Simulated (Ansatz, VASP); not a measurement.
**CuSn2O2: VASP beside Ansatz**

```xyz
5
Lattice="3.8202 0.0000 0.0000 0.0000 3.8202 0.0000 0.0000 0.0000 19.3630" Properties=species:S:1:pos:R:3 pbc="T T T"
Sn    1.9101    0.0000    4.0000
Sn    0.0000    1.9101    6.3630
O     0.0000    0.0000    5.1815
O     1.9101    1.9101    5.1815
Cu    0.0000    2.8651    8.5630
```

Alike in both runs: task single point; functional PBE; dispersion D3(BJ); k mesh 7 × 7 × 1; occupations gaussian, width 0.05 eV; collinear spin.

```csv
,VASP,Ansatz
version,VASP 6.6.1,Ansatz 0.2.0
potentials or method,"VASP PAW PBE potentials, release 64 (Sn_d, O, Cu), cutoff 520 eV","scalar-relativistic, plane waves, PAW"
valence electrons in the cell,51,59
```

VASP gave:

| Quantity | Value |
| --- | --- |
| gap on the k mesh at the Fermi level (eV) | none |
| rms of the force components (eV/Å) | 0.357 |
| net moment per atom (μB) | 0.01 |

Which values does Ansatz return?

gap on the k mesh at the Fermi level (eV): none; rms of the force components (eV/Å): 0.359; net moment per atom (μB): 0.01.

A gap of «none» marks a metal or a gap that the smearing closes. VASP's potentials hold 51 valence electrons a cell and Ansatz's 59, so a difference there can come from the potentials and not from the codes. Ansatz's warnings: seeded moment not kept.
